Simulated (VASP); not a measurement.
Write the native input for VASP 6.6.1 that does the following.

* Task: relaxation of cell and atoms
* Functional: PBE
* Potentials or basis: VASP PAW PBE potentials, release 64 (Sb, C)
* Cutoff: 600 eV
* k mesh: 8 × 8 × 12
* Occupations: gaussian, width 0.1 eV
* Spin: no spin polarisation
* Dipole correction: no
* Further INCAR settings: ALGO = Normal; EDIFF = 1e-06; IBRION = 2; EDIFFG = -0.01; NSW = 100; ISIF = 3

The structure of SbC2 lies in POSCAR:

```
SbC2
1.0
    5.3423960636      0.0000000000      0.0000000000
    0.0000000000      5.3423960636      0.0000000000
    0.0000000000      0.0000000000      3.2132326561
Sb C
2 4
Direct
    0.0000000000      0.0000000000      0.0000000000
    0.5000000000      0.5000000000      0.0000000000
    0.0854674112      0.4145325888      0.0000000000
    0.4145325888      0.9145325888      0.0000000000
    0.9145325888      0.5854674112      0.0000000000
    0.5854674112      0.0854674112      0.0000000000
```

The cell was generated, and may not be a known phase.

These files were run (other wordings do the same):

INCAR

```
PREC = Accurate ; ENCUT = 600
EDIFF = 1E-6 ; ISMEAR = 0
SIGMA = 0.1 ; LREAL = False
LASPH = True ; NELM = 100
ALGO = Normal ; ISIF = 3
LWAVE = False ; LCHARG = False
GGA = PE ; IBRION = 2
NSW = 100 ; EDIFFG = -0.01
```

KPOINTS

```
Automatic mesh
0
Gamma
  8 8 12
```

Potentials or basis: VASP PAW PBE potentials, release 64 (Sb, C).

Launch:

```bash
$ cat potpaw_PBE.64/Sb/POTCAR potpaw_PBE.64/C/POTCAR > POTCAR
$ mpirun -np 1 vasp_std > vasp.out
```

It gave:

```json
{
 "Relaxed volume": "15.38 Å³/atom",
 "Relaxed cell": "a = 5.350 Å, b = 5.350 Å, c = 3.223 Å, α = 90.00°, β = 90.00°, γ = 90.00°",
 "Space group after relaxing (to 0.1 Å)": "P4/mbm (No. 127)",
 "Energy gained by relaxing": "0.1 meV/atom",
 "Ionic steps": "8",
 "Pressure after relaxing": "0.0 GPa",
 "Largest force after relaxing": "0.009 eV/Å",
 "Band gap on the k mesh": "zero (bands 13 and 14 overlap by 5.25 eV)"
}
```

Caveat: spin-orbit coupling is left out, which moves the levels of the heavy elements.

Run time: 12 min on 1 thread of Intel Xeon 8259CL, on a shared host, peak memory 0.38 GiB.
